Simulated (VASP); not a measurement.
# AlIn3Sb2N2 (Pmn2_1) in VASP: single point with PBE

Aim: the single point of AlIn3Sb2N2 with PBE.

All numbers are computed with VASP 6.6.1; they aren't measurements. Logs are shortened: lines on timing, memory, paths and dates and some standing lists are left out, and cuts for length are marked.

### 1 The cell of the first run

The structure is orthorhombic, space group Pmn2_1 (No. 31). The conventional cell has a = 7.093 Å, b = 7.412 Å, c = 6.881 Å, α = 90.00°, β = 90.00°, γ = 90.00°. Within 2.5 Å of Al (site symmetry m) lie 2 N at 1.89 Å. Within 3.0 Å of In (site symmetry 1) lie 2 N at 2.24 to 2.25 Å and 2 Sb at 2.91 to 2.95 Å. In (site symmetry m) has 2 N at 2.26 Å and 2 Sb at 2.85 to 2.90 Å within 3.0 Å. Sb (site symmetry m) has 1 Al at 2.75 Å and 3 In at 2.90 to 2.91 Å and 2 Sb at 3.57 Å within 3.6 Å. Within 3.9 Å of Sb (site symmetry m) lie 1 Al at 2.78 Å and 3 In at 2.85 to 2.95 Å and 3 Sb at 3.57 to 3.84 Å and 2 N at 3.89 Å. Within 2.5 Å of N (site symmetry 1) lie 1 Al at 1.89 Å and 3 In at 2.24 to 2.26 Å.

### 2 Single point, PBE

INCAR

```
SYSTEM = AlIn3Sb2N2
PREC = Accurate
ENCUT = 520
EDIFF = 1E-6
ISMEAR = 0
SIGMA = 0.1
LREAL = Auto
LASPH = .TRUE.
NELM = 80
ALGO = Fast
ISIF = 2
LWAVE = .FALSE.
LCHARG = .TRUE.
GGA = PE
LELF = .TRUE.
LVHAR = .TRUE.
NBANDS = 76
```

KPOINTS

```
Automatic mesh
0
G
  6 4 6
  0 0 0
```

POSCAR

```
AlIn3Sb2N2
1.0
    7.0929337363      0.0000000000      0.0000000000
    0.0000000000      7.4120807441      0.0000000000
    0.0000000000      0.0000000000      6.8813692741
Al In Sb N
2 6 4 4
Direct
    0.0000000000      0.7489359530      0.9495629480
    0.5000000000      0.2510640470      0.4495629480
    0.7414871415      0.6150744439      0.5592964002
    0.2585128585      0.6150744439      0.5592964002
    0.5000000000      0.7856683609      0.9640345814
    0.0000000000      0.2143316391      0.4640345814
    0.2414871415      0.3849255561      0.0592964002
    0.7585128585      0.3849255561      0.0592964002
    0.0000000000      0.8409293988      0.3374142335
    0.5000000000      0.8845928577      0.3649907624
    0.5000000000      0.1590706012      0.8374142335
    0.0000000000      0.1154071423      0.8649907624
    0.2318184499      0.6397452664      0.8827023372
    0.7681815501      0.6397452664      0.8827023372
    0.7318184499      0.3602547336      0.3827023372
    0.2681815501      0.3602547336      0.3827023372
```

Potentials or basis: VASP PAW PBE potentials, release 64 (Al, In_d, Sb, N).

Launch:

```bash
cat potpaw_PBE.64/Al/POTCAR potpaw_PBE.64/In_d/POTCAR potpaw_PBE.64/Sb/POTCAR potpaw_PBE.64/N/POTCAR > POTCAR
mpirun -np 1 vasp_std > vasp.out
```

OUTCAR:

```text
SYSTEM = AlIn3Sb2N2
   PREC = Accurate
   ENCUT = 520
   EDIFF = 1E-6
   ISMEAR = 0
   LREAL = Auto
   LASPH = .TRUE.
   NELM = 80
   ISIF = 2
   GGA = PE

 ion  position               nearest neighbor table
   1  0.000  0.749  0.950-  13 1.89  14 1.89   9 2.75  12 2.78   7 3.28   8 3.28   3 3.40   4 3.40
                             5 3.56   5 3.56
   2  0.500  0.251  0.450-  15 1.89  16 1.89  11 2.75  10 2.78   3 3.28   4 3.28   7 3.40   8 3.40
                             6 3.56   6 3.56
   3  0.741  0.615  0.559-  14 2.24  15 2.25   9 2.91  10 2.95   2 3.28   1 3.40   4 3.43   5 3.51
                             6 3.55   4 3.67   8 3.84   8 3.84
   4  0.259  0.615  0.559-  13 2.24  16 2.25   9 2.91  10 2.95   2 3.28   1 3.40   3 3.43   5 3.51
                             6 3.55   3 3.67   7 3.84   7 3.84
   5  0.500  0.786  0.964-  13 2.26  14 2.26  10 2.85  11 2.90   3 3.51   4 3.51   7 3.55   8 3.55
                             1 3.56   1 3.56
   6  0.000  0.214  0.464-  15 2.26  16 2.26  12 2.85   9 2.90   7 3.51   8 3.51   3 3.55   4 3.55
                             2 3.56   2 3.56
   7  0.241  0.385  0.059-  16 2.24  13 2.25  11 2.91  12 2.95   1 3.28   2 3.40   8 3.43   6 3.51
                             5 3.55   8 3.67   4 3.84   4 3.84
   8  0.759  0.385  0.059-  15 2.24  14 2.25  11 2.91  12 2.95   1 3.28   2 3.40   7 3.43   6 3.51
                             5 3.55   7 3.67   3 3.84   3 3.84
   9  0.000  0.841  0.337-   1 2.75   6 2.90   4 2.91   3 2.91  10 3.57  10 3.57
  10  0.500  0.885  0.365-   2 2.78   5 2.85   4 2.95   3 2.95   9 3.57   9 3.57
  11  0.500  0.159  0.837-   2 2.75   5 2.90   7 2.91   8 2.91  12 3.57  12 3.57
  12  0.000  0.115  0.865-   1 2.78   6 2.85   7 2.95   8 2.95  11 3.57  11 3.57
  13  0.232  0.640  0.883-   1 1.89   4 2.24   7 2.25   5 2.26
  14  0.768  0.640  0.883-   1 1.89   3 2.24   8 2.25   5 2.26
  15  0.732  0.360  0.383-   2 1.89   8 2.24   3 2.25   6 2.26
  16  0.268  0.360  0.383-   2 1.89   7 2.24   4 2.25   6 2.26

  LATTYP: Found a simple orthorhombic cell.
 ALAT       =     6.8813692741
 B/A-ratio  =     1.0307445297
 C/A-ratio  =     1.0771229459

  Lattice vectors:

 A1 = (   0.0000000000,   0.0000000000,   6.8813692741)
 A2 = (   7.0929337363,   0.0000000000,   0.0000000000)
 A3 = (   0.0000000000,   7.4120807441,   0.0000000000)

Analysis of symmetry for initial positions (statically):
=====================================================================
 Subroutine PRICEL returns:
 Original cell was already a primitive cell.

 Routine SETGRP: Setting up the symmetry group for a
 simple orthorhombic supercell.

 Subroutine GETGRP returns: Found  4 space group operations
 (whereof  2 operations were pure point group operations)
 out of a pool of  8 trial point group operations.

The static configuration has the point symmetry C_1h.
 The point group associated with its full space group is C_2v.

Analysis of symmetry for dynamics (positions and initial velocities):
=====================================================================
 Subroutine PRICEL returns:
 Original cell was already a primitive cell.

 Routine SETGRP: Setting up the symmetry group for a
 simple orthorhombic supercell.

 Subroutine GETGRP returns: Found  4 space group operations
 (whereof  2 operations were pure point group operations)
 out of a pool of  8 trial point group operations.

The dynamic configuration has the point symmetry C_1h.
 The point group associated with its full space group is C_2v.

 Subroutine INISYM returns: Found  4 space group operations
 (whereof  2 operations are pure point group operations),
 and found     1 'primitive' translations

----------------------------------------------------------------------------------------

                                     Primitive cell

  volume of cell :     361.7770

  direct lattice vectors                    reciprocal lattice vectors
     7.092933736  0.000000000  0.000000000     0.140985386  0.000000000  0.000000000
     0.000000000  7.412080744  0.000000000     0.000000000  0.134914882  0.000000000
     0.000000000  0.000000000  6.881369274     0.000000000  0.000000000  0.145319915

  length of vectors
     7.092933736  7.412080744  6.881369274     0.140985386  0.134914882  0.145319915

  position of ions in fractional coordinates (direct lattice)
     0.000000000  0.748935953  0.949562948
     0.500000000  0.251064047  0.449562948
     0.741487142  0.615074444  0.559296400
     0.258512858  0.615074444  0.559296400
     0.500000000  0.785668361  0.964034581
     0.000000000  0.214331639  0.464034581
[... 8 lines left out ...]
     0.731818450  0.360254734  0.382702337
     0.268181550  0.360254734  0.382702337

  ion indices of the primitive-cell ions
   primitive index   ion index
                 1           1
                 2           2
                 3           3
                 4           4
                 5           5
                 6           6
[... 8 lines left out ...]
                15          15
                16          16

----------------------------------------------------------------------------------------

 KPOINTS: Automatic mesh

Automatic generation of k-mesh.
 Grid dimensions read from file:
 generate k-points for:    6    4    6

 Generating k-lattice:

  Cartesian coordinates                     Fractional coordinates (reciprocal lattice)
     0.023497564  0.000000000  0.000000000     0.166666667  0.000000000  0.000000000
     0.000000000  0.033728721  0.000000000     0.000000000  0.250000000  0.000000000
     0.000000000  0.000000000  0.024219986     0.000000000  0.000000000  0.166666667

  Length of vectors
     0.023497564  0.033728721  0.024219986

  Shift w.r.t. Gamma in fractional coordinates (k-lattice)
     0.000000000  0.000000000  0.000000000

 Subroutine IBZKPT returns following result:
 ===========================================

 Found     48 irreducible k-points:

 Following reciprocal coordinates:
            Coordinates               Weight
  0.000000  0.000000  0.000000      1.000000
  0.166667  0.000000  0.000000      2.000000
  0.333333  0.000000  0.000000      2.000000
  0.500000  0.000000  0.000000      1.000000
  0.000000  0.250000  0.000000      2.000000
  0.166667  0.250000  0.000000      4.000000
[... 16 lines left out ...]
  0.333333  0.500000  0.166667      4.000000
  0.500000  0.500000  0.166667      2.000000
 [... further k-points ...]
   k-points           NKPTS =     48   k-points in BZ     NKDIM =     48   number of bands    NBANDS=     76
   number of dos      NEDOS =    301   number of ions     NIONS =     16
   total plane-waves  NPLWV = 163296
   dimension x,y,z NGX =    54 NGY =   56 NGZ =   54
   dimension x,y,z NGXF=   108 NGYF=  112 NGZF=  108
   ions per type =               2   6   4   4
   NGX,Y,Z   is equivalent  to a cutoff of  12.66, 12.56, 13.05 a.u.
   NGXF,Y,Z  is equivalent  to a cutoff of  25.31, 25.12, 26.09 a.u.
 SYSTEM =  AlIn3Sb2N2
   PREC   = accura    normal or accurate (medium, high low for compatibility)
   ISTART =      0    job   : 0-new  1-cont  2-samecut
   ICHARG =      2    charge: 1-file 2-atom 10-const
   ISPIN  =      1    spin polarized calculation?
   LNONCOLLINEAR =      F non collinear calculations
   LSORBIT =      F    spin-orbit coupling
   LASPH  =      T    aspherical Exc in radial PAW
   ENCUT  =  520.0 eV  38.22 Ry    6.18 a.u.  13.19 13.78 12.79*2*pi/ulx,y,z
   NELM   =     80;   NELMIN=  2; NELMDL= -5     # of ELM steps
   EDIFF  = 0.1E-05   stopping-criterion for ELM
   LREAL  =      T    real-space projection
   EDIFFG = 0.1E-04   stopping-criterion for IOM
   NSW    =      0    number of steps for IOM
   IBRION =     -1    ionic relax: 0-MD 1-quasi-New 2-CG
   NFREE  =      0    steps in history (QN), initial steepest desc. (CG)
   ISIF   =      2    stress and relaxation
   ISYM   =      2    0-nonsym 1-usesym 2-fastsym
   POTIM  = 0.5000    time-step for ionic-motion
   TEBEG  =    0.0;   TEEND  =   0.0 temperature during run
   PSTRESS=    0.0 pullay stress
   NELECT =     124.0000    total number of electrons
   NUPDOWN=      -1.0000    fix difference up-down
   EMIN   =  10.00;   EMAX   =-10.00  energy-range for DOS
   EFERMI =   0.00;   METHOD = LEGACY
   ISMEAR =     0;   SIGMA  =   0.10  broadening in eV -4-tet -1-fermi 0-gaus
   EFERMI_NEDOS =   21; number of points for ismear=-14 and -15
   IALGO  =     68    algorithm
   IMIX   =      4    mixing-type and parameters
     AMIX     =   0.40;   BMIX     =  1.00
     AMIX_MAG =   1.60;   BMIX_MAG =  1.00
  volume/ion in A,a.u.               =      22.61       152.59
  Fermi-wavevector in a.u.,A,eV,Ry     =   1.145693  2.165047 17.859190  1.312613
  Thomas-Fermi vector in A             =   2.282381
   LORBIT       =      0    0 simple, 1 ext, 2 COOP (PROOUT), +10 PAW based schemes
   GGA     = PE    functional components
   LHFCALC =     F    Hartree Fock is set to
   AEXX    =    0.0000 exact exchange contribution
   IVDW    =     0    specifies the selected vdW correction
   LEPSILON=     F    determine dielectric tensor
   LRPA    =     F    only Hartree local field effects (RPA)
 non-spin polarized calculation
 RMM-DIIS sequential band-by-band and
 Gauss-broadening in eV      SIGMA  =   0.10
  energy-cutoff  :      520.00
  volume of cell :      361.78
 maximum number of plane-waves:      9804
 NGX is ok and might be reduce to    54
   NGX = 27   NGY = 27   NGZ = 25

 number of electron     124.0000049 magnetization

 Free energy of the ion-electron system (eV)
  ---------------------------------------------------
  ext. energy  EPLUGINS =         0.00000000
  ---------------------------------------------------
  free energy    TOTEN  =       -72.11133906 eV

  energy without entropy =      -72.08031922  energy(sigma->0) =      -72.09582914

 E-fermi :   6.8710     XC(G=0):  -9.6825

 val. band max:        6.8654527365   @ k =   0.0000   0.2500   0.1667
 cond. band min:       6.8729195360   @ k =   0.1667   0.2500   0.3333
 fundamental gap:      0.0074667995
 Fermi energy:         6.8709723240

 k-point     1 :       0.0000    0.0000    0.0000
  band No.  band energies     occupation
      1      -9.3393      2.00000
      2      -9.2337      2.00000
      3      -9.2126      2.00000
      4      -9.1175      2.00000
      5      -8.3874      2.00000
      6      -8.3836      2.00000
[... 1837 lines left out ...]
     73       9.6977      0.00000
     74       9.6979      0.00000

 [... further k-points ...]

 [bands above 74 left out]

------------------------ aborting loop because EDIFF is reached ----------------------------------------

  FORCE on cell =-STRESS in cart. coord.  units (eV):
  Direction    XX          YY          ZZ          XY          YZ          ZX
  --------------------------------------------------------------------------------------
  -------------------------------------------------------------------------------------
  Total        0.0619690      0.1714033      0.0839494      0.0000000      0.0000000      0.0000000
  in kB        0.2744380      0.7590821      0.3717809      0.0000000      0.0000000      0.0000000
  external PRESSURE =       0.4684337 kB  Pullay stress =       0.0000000 kB

 VOLUME and BASIS-vectors are now :
 -----------------------------------------------------------------------------
  energy-cutoff  :      520.00
  volume of cell :      361.78
      direct lattice vectors                 reciprocal lattice vectors
     7.092933736  0.000000000  0.000000000     0.140985386  0.000000000  0.000000000
     0.000000000  7.412080744  0.000000000     0.000000000  0.134914882  0.000000000
     0.000000000  0.000000000  6.881369274     0.000000000  0.000000000  0.145319915

 POSITION                                       TOTAL-FORCE (eV/Angst)
 -----------------------------------------------------------------------------------
      0.00000      5.55117      6.53429         0.000000     -0.017457     -0.007688
      3.54647      1.86091      3.09361         0.000000      0.017457     -0.007688
      5.25932      4.55898      3.84873        -0.007118      0.007327     -0.000020
      1.83361      4.55898      3.84873         0.007118      0.007327     -0.000020
      3.54647      5.82344      6.63388         0.000000      0.009735     -0.001423
      0.00000      1.58864      3.19319         0.000000     -0.009735     -0.001423
[... 8 lines left out ...]
      5.19074      2.67024      2.63352        -0.015447     -0.013541      0.005641
      1.90219      2.67024      2.63352         0.015447     -0.013541      0.005641
 -----------------------------------------------------------------------------------
    total drift:                                0.000000      0.000000     -0.049514

  FREE ENERGIE OF THE ION-ELECTRON SYSTEM (eV)
  ---------------------------------------------------
  free  energy   TOTEN  =       -72.1113390576 eV

  energy  without entropy=      -72.0803192190  energy(sigma->0) =      -72.09582914
```

Wall time 75 min (1 thread of Oxide Virtual Turin-like, shared host); peak memory 0.91 GiB.

What came out:

```
Free energy            : -72.1113 eV
Pressure               : 0.0 GPa
Largest force          : 0.021 eV/Å
Band gap on the k mesh : zero (bands 62 and 63 overlap by 0.78 eV)
```

Forces in eV/Å, atoms in the order of the input:
```
Al   0.000 -0.017 -0.008
Al   0.000  0.017 -0.008
In  -0.007  0.007  0.000
In   0.007  0.007  0.000
In   0.000  0.010 -0.001
In   0.000 -0.010 -0.001
In  -0.007 -0.007  0.000
In   0.007 -0.007  0.000
Sb   0.000  0.002  0.004
Sb   0.000 -0.003 -0.006
Sb   0.000 -0.002  0.004
Sb   0.000  0.003 -0.006
N   -0.015  0.014  0.006
N    0.015  0.014  0.006
N   -0.015 -0.014  0.006
N    0.015 -0.014  0.006
```

Levels at points of the mesh, in eV from the Fermi level:
```tsv
k point	band 59	band 60	band 61	band 62	band 63	band 64	band 65	band 66
(0.00, 0.00, 0.00)	-1.92	-1.60	-1.56	-0.15	0.57	0.81	1.10	1.18
(0.50, 0.00, 0.00)	-1.68	-1.68	-1.35	-1.35	-0.45	-0.45	0.82	0.82
(0.00, 0.50, 0.00)	-2.04	-1.62	-0.16	0.12	0.35	0.46	0.86	0.98
(0.50, 0.50, 0.00)	-1.71	-1.71	-1.28	-1.28	0.61	0.61	0.98	0.98
(0.00, 0.00, 0.50)	-1.73	-1.73	-0.44	-0.44	0.35	0.35	1.23	1.23
(0.50, 0.00, 0.50)	-1.73	-1.73	-1.62	-1.62	0.21	0.21	0.82	0.82
(0.00, 0.50, 0.50)	-1.53	-1.53	-0.26	-0.26	0.13	0.13	0.65	0.65
(0.50, 0.50, 0.50)	-1.77	-1.77	-1.72	-1.72	0.61	0.61	0.87	0.87
```

Caveat: semilocal functionals underestimate gaps, and a narrow one can read as zero; spin-orbit coupling is left out, which moves the levels of the heavy elements.
